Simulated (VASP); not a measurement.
Write the native input for VASP 6.6.1 that does the following.

```yaml
Task: single point
Functional: r2SCAN
Potentials_or_basis: VASP PAW PBE potentials, release 64 (Al, N)
Cutoff: 520 eV
k_mesh: 9 × 9 × 1
Occupations: gaussian, width 0.1 eV
Spin: no spin polarisation
Dipole_correction: yes
Further_INCAR_settings: ALGO = Normal; EDIFF = 1e-06; NBANDS = 15
```

The system is Al3N, a slab with vacuum.

```xyz
4
Lattice="2.8228 0.0000 0.0000 0.0000 2.8228 0.0000 0.0000 0.0000 19.6007" Properties=species:S:1:pos:R:3 pbc="T T T"
Al    1.4114    1.4114    4.0000
Al    0.0000    0.0000    6.0501
Al    1.4114    1.4114    8.1007
N     1.4114    2.8228    9.1065
```

One way to write it, as run:

POSCAR

```
Al3N
1.0
    2.8227735241      0.0000000000      0.0000000000
    0.0000000000      2.8227735241      0.0000000000
    0.0000000000      0.0000000000     19.6006973085
Al N
3 1
Direct
    0.5000000000      0.5000000000      0.2040743723
    0.0000000000      0.0000000000      0.3086652017
    0.5000000000      0.5000000000      0.4132861796
    0.5000000000      1.0000000000      0.4645996191
```

INCAR.step1

```
PREC = Accurate
ENCUT = 520
ISMEAR = 0
SIGMA = 0.1
LREAL = False
LASPH = True
NELM = 60
LDIPOL = True
IDIPOL = 3
DIPOL = 0.5 0.5 0.348
NBANDS = 15
GGA = PE
ALGO = Normal
EDIFF = 1E-4
LWAVE = True
LCHARG = False
```

INCAR.step2

```
PREC = Accurate
ENCUT = 520
EDIFF = 1E-6
ISMEAR = 0
SIGMA = 0.1
LREAL = False
LASPH = True
NELM = 60
ALGO = Normal
ISIF = 2
LWAVE = False
LCHARG = False
LDIPOL = True
IDIPOL = 3
DIPOL = 0.5 0.5 0.348
METAGGA = R2SCAN
LMIXTAU = True
NBANDS = 15
ISTART = 1
```

KPOINTS

```
regular mesh
0
Gamma
  9 9 1
```

Potentials or basis: VASP PAW PBE potentials, release 64 (Al, N).

Run with:

```bash
$ cat potpaw_PBE.64/Al/POTCAR potpaw_PBE.64/N/POTCAR > POTCAR
$ cp INCAR.step1 INCAR
$ mpirun -np 1 vasp_std > vasp.out
$ cp INCAR.step2 INCAR
$ mpirun -np 1 vasp_std > vasp.out
```

It gave:

The largest force is 0.250 eV/Å and the band gap on the k mesh is zero (bands 7 and 8 overlap by 1.43 eV).

Caveat: the PAW data sets were made with another functional, which shifts forces and pressure a little.

Run time: 2.8 min on 1 thread of Intel(R) Xeon(R) 6975P-C (Granite Rapids) (shared host), peak memory 0.31 GiB.
